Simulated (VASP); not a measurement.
A run of VASP 6.6.1:

Contents of POSCAR:

```
HfC
1.0
    0.0000000000      2.3705998121      2.3705998121
    2.3705998121      0.0000000000      2.3705998121
    2.3705998121      2.3705998121      0.0000000000
Hf C
1 1
Direct
    0.5000000000      0.5000000000      0.5000000000
    0.0000000000      0.0000000000      0.0000000000
```

Contents of INCAR.step1:

```
SYSTEM = HfC
PREC = Accurate ; ENCUT = 520
EDIFF = 1E-5 ; ISMEAR = -1
SIGMA = 0.05 ; LREAL = .False.
LASPH = .True. ; NELM = 60
ALGO = Normal ; ISIF = 2
LWAVE = .True. ; LCHARG = .False.
GGA = PE ; NBANDS = 14
```

INCAR.step2

```
SYSTEM = HfC
PREC = Accurate ; ENCUT = 520
EDIFF = 1E-6 ; ISMEAR = -1
SIGMA = 0.05 ; LREAL = .False.
LASPH = .True. ; NELM = 60
ALGO = Normal ; ISIF = 2
LWAVE = .False. ; LCHARG = .False.
GGA = PE ; LHFCALC = .True.
HFSCREEN = 0.2079 ; PRECFOCK = Normal
ISTART = 1 ; NBANDS = 14
```

The input KPOINTS:

```
Automatic mesh
0
Gamma
  6 6 6
  0 0 0
```

Potentials or basis: VASP PAW PBE potentials, release 64 (Hf_pv, C).

Run with:

```console
$ cat potpaw_PBE.64/Hf_pv/POTCAR potpaw_PBE.64/C/POTCAR > POTCAR
$ cp INCAR.step1 INCAR
$ mpirun -np 1 vasp_std > vasp.out
$ cp INCAR.step2 INCAR
$ mpirun -np 1 vasp_std > vasp.out
```

Hardware: 1 thread of AMD EPYC 7R13 Processor (Zen 3) (shared host).

Estimate the wall time of this run.

Wall time 17 min on 1 thread of AMD EPYC 7R13 Processor (Zen 3), on a shared host, peak memory 0.23 GiB. Counts: k points 16.
